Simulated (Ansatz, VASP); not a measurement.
Two plane-wave programs on CdSe

File POSCAR:

```
CdSe
1.0
    0.0820120111      3.1497929755      3.1497929755
    3.1497929755      0.0820120111      3.1497929755
    3.1497929755      3.1497929755      0.0820120111
Cd Se
1 1
Direct
    0.0023043651      0.0023043651      0.0023043651
    0.2476956349      0.2476956349      0.2476956349
```

File INCAR.step1:

```
SYSTEM = CdSe
ALGO = Normal
EDIFF = 1E-4
ENCUT = 520
GGA = PE
ISMEAR = 0
LASPH = .TRUE.
LCHARG = .FALSE.
LREAL = .FALSE.
LWAVE = .TRUE.
NBANDS = 16
NELM = 80
PREC = Accurate
SIGMA = 0.01
```

The input INCAR.step2:

```
SYSTEM = CdSe
ALGO = Normal
EDIFF = 1E-6
ENCUT = 520
ISIF = 2
ISMEAR = 0
ISTART = 1
LASPH = .TRUE.
LCHARG = .TRUE.
LELF = .TRUE.
LMIXTAU = .TRUE.
LREAL = .FALSE.
LVHAR = .TRUE.
LWAVE = .FALSE.
METAGGA = R2SCAN
NBANDS = 16
NELM = 80
PREC = Accurate
SIGMA = 0.01
```

The input KPOINTS:

```
k-points
0
G
  8 8 8
  0 0 0
```

Input for Ansatz:

```yaml
crystal:
  lattice:
    - [0.0820120111, 3.1497929755, 3.1497929755]
    - [3.1497929755, 0.0820120111, 3.1497929755]
    - [3.1497929755, 3.1497929755, 0.0820120111]
  atoms:
    - { symbol: Cd, position: [0.0023043651, 0.0023043651, 0.0023043651] }
    - { symbol: Se, position: [0.2476956349, 0.2476956349, 0.2476956349] }
kpoints:
  mp_grid: { grid: [8, 8, 8] }
  band_path:
    path:
      - [0.0, 0.0, 0.0]
      - [-0.5, -0.5, 0.0]
      - [-0.375, -0.375, 0.25]
      - [-0.375, 0.0, 0.375]
      - [0.0, 0.0, 0.5]
      - [-0.5, -0.25, 0.25]
    npoints: 1
hamiltonian:
  xc: r2scan
scf:
  occupations: { method: fixed }
  n_extra_bands: 4
output:
  forces: true
  stress: true
  eigenvalues: true
```

Change from the starting cell: shear_111 strain +4.0%.

Alike in both runs: task single point; functional r2SCAN; k mesh 8 × 8 × 8; no spin polarisation.

|  | VASP | Ansatz |
| --- | --- | --- |
| version | VASP 6.6.1 | Ansatz 0.2.0 |
| potentials or method | VASP PAW PBE potentials, release 64 (Cd, Se) | plane waves, PAW |
| plane-wave cutoff (eV) | 520 | 500 |
| occupations | gaussian, width 0.01 eV | fixed |
| valence electrons in the cell | 18 | 36 |

Ansatz gave:

```
gap on the k mesh at the Fermi level (eV)                     : 0.88
pressure (GPa)                                                : -1.9
traceless stress, the component that is largest in VASP (GPa) : -0.63
```

Problem. What did VASP give for the same quantities?

Solution. gap on the k mesh at the Fermi level (eV): 0.87; pressure (GPa): -1.7; traceless stress, the component that is largest in VASP (GPa): -0.63.

VASP's potentials were made for PBE, not for r2SCAN. VASP's potentials hold 18 valence electrons a cell and Ansatz's 36, so a difference there can come from the potentials and not from the codes.
